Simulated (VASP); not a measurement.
S:

```
S
1.0
     3.07245    0.00000    0.00000
     0.00000    3.07245    0.00000
     0.00000    0.00000    3.07245
S
1
Cartesian
  0.0000 0.0000 0.0000
```

This isn't the form of S at room conditions, which is orthorhombic, of S8 rings.

* Program: VASP 6.6.1
* Task: relaxation of cell and atoms
* Functional: r2SCAN
* Potentials or basis: VASP PAW PBE potentials, release 64 (S)
* Cutoff: 600 eV
* k mesh: 6 × 6 × 6
* Occupations: gaussian, width 0.1 eV
* Spin: no spin polarisation

At the start: pressure -14.0 GPa; volume 29.00 Å³/atom.

Problem. How do energy, volume and symmetry change on relaxing?

Solution. Over 14 steps the energy falls by 921.1 meV/atom and the volume is 16.63 Å³/atom (-42.7 %); space group Pm-3m (No. 221, to 0.1 Å) before and after.

The path:
| step | energy change (eV) | largest force (eV/Å) | pressure (GPa) | volume (Å³) |
| --- | --- | --- | --- | --- |
| 1 | 0.0000 | 0.0000 | -13.96 | 29.00 |
| 2 | -0.8047 | 0.0000 | -10.40 | 19.64 |
| 3 | -0.9190 | 0.0000 | -1.85 | 16.93 |
| 4 | -0.9210 | 0.0000 | 0.55 | 16.47 |
| 5 | -0.9210 | 0.0000 | -0.58 | 16.67 |
| 6 | -0.9210 | 0.0000 | -0.55 | 16.67 |
| 7 | -0.9210 | 0.0000 | -0.49 | 16.66 |
| 8 | -0.9210 | 0.0000 | -0.49 | 16.66 |
| 9 | -0.9210 | 0.0000 | -0.49 | 16.66 |
| 10 | -0.9210 | 0.0000 | -0.49 | 16.66 |
| 11 | -0.9210 | 0.0000 | -0.47 | 16.65 |
| 12 | -0.9210 | 0.0000 | -0.45 | 16.65 |
| 13 | -0.9211 | 0.0000 | -0.41 | 16.64 |
| 14 | -0.9211 | 0.0000 | -0.32 | 16.63 |

Final structure:
```xyz
1
Lattice="2.5522 0.0000 0.0000 0.0000 2.5522 0.0000 0.0000 0.0000 2.5522" Properties=species:S:1:pos:R:3 pbc="T T T"
S     0.0000    0.0000    2.5522
```

Caveat: the volume moved by over 15 % at a fixed basis, so the end points are rough; the PAW data sets were made with another functional, which shifts forces and pressure a little.
